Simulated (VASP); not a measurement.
Crystal: GaN.

```
Ga N
1.0
     3.18893    0.00000    0.00000
    -1.59447    2.76169    0.00000
     0.00000    0.00000    5.19236
Ga N
2 2
Direct
  0.66667 0.33333 0.49908
  0.33333 0.66667 0.99908
  0.66667 0.33333 0.87592
  0.33333 0.66667 0.37592
```

| Item | Value |
| --- | --- |
| Program | VASP 6.6.1 |
| Task | relaxation of cell and atoms |
| Functional | PBE |
| Potentials or basis | VASP PAW PBE potentials, release 64 (Ga_d, N) |
| Cutoff | 600 eV |
| k mesh | 12 × 12 × 6 |
| Occupations | gaussian, width 0.02 eV |
| Spin | no spin polarisation |

At the start: pressure 5.0 GPa; volume 11.43 Å³/atom.

**Question.** How do energy, volume and symmetry change on relaxing?

**Answer.** Over 7 steps the energy falls by 5.0 meV/atom and the volume is 11.75 Å³/atom (+2.8 %); space group P6_3mc (No. 186, to 0.1 Å) before and after.

Step by step:
```tsv
step	energy change (eV)	largest force (eV/Å)	pressure (GPa)	volume (Å³)
1	0.0000	0.0058	5.04	45.73
2	-0.0062	0.0042	-3.78	48.15
3	-0.0200	0.0003	0.03	47.03
4	-0.0200	0.0002	-0.47	47.05
5	-0.0196	0.0039	0.70	46.84
6	-0.0200	0.0010	0.06	47.00
7	-0.0200	0.0011	-0.03	47.01
```

Final structure:
```
CELL_PARAMETERS angstrom
3.21799 0.00000 0.00000
-1.60899 2.78686 0.00000
0.00000 0.00000 5.24153
ATOMIC_POSITIONS crystal
Ga 0.66667 0.33333 0.49911
Ga 0.33333 0.66667 0.99911
N 0.66667 0.33333 0.87589
N 0.33333 0.66667 0.37589
```
